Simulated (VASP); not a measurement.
Here is a VASP 6.6.1 calculation.

File INCAR:

```
ALGO = Normal ; EDIFF = 1E-6
ENCUT = 500 ; GGA_COMPAT = False
ISIF = 2 ; ISMEAR = -1
LASPH = True ; LCHARG = True
LELF = True ; LREAL = False
LVHAR = True ; LWAVE = False
NBANDS = 17 ; NELM = 120
PREC = Accurate ; SIGMA = 0.02
```

The input KPOINTS:

```
k-points
0
Gamma
  8 8 8
```

File POSCAR:

```
Na2S
1.0
    0.0000000000      3.1918618284      3.1918618284
    3.1918618284      0.0000000000      3.1918618284
    3.1918618284      3.1918618284      0.0000000000
Na S
2 1
Direct
    0.2500000000      0.2500000000      0.2500000000
    0.7500000000      0.7500000000      0.7500000000
    0.0000000000      0.0000000000      0.0000000000
```

Potentials or basis: VASP PAW LDA potentials, release 64 (Na_pv, S).

Command:

```sh
$ cat potpaw_LDA.64/Na_pv/POTCAR potpaw_LDA.64/S/POTCAR > POTCAR
$ mpirun -np 1 vasp_std > vasp.out
```

Task: Predict the band gap on the k mesh.

Result: 2.49 eV.

Task: Predict the pressure.

Result: 0.0 GPa.

Expect the measured gap to be larger: semilocal functionals such as LDA lack the derivative discontinuity.
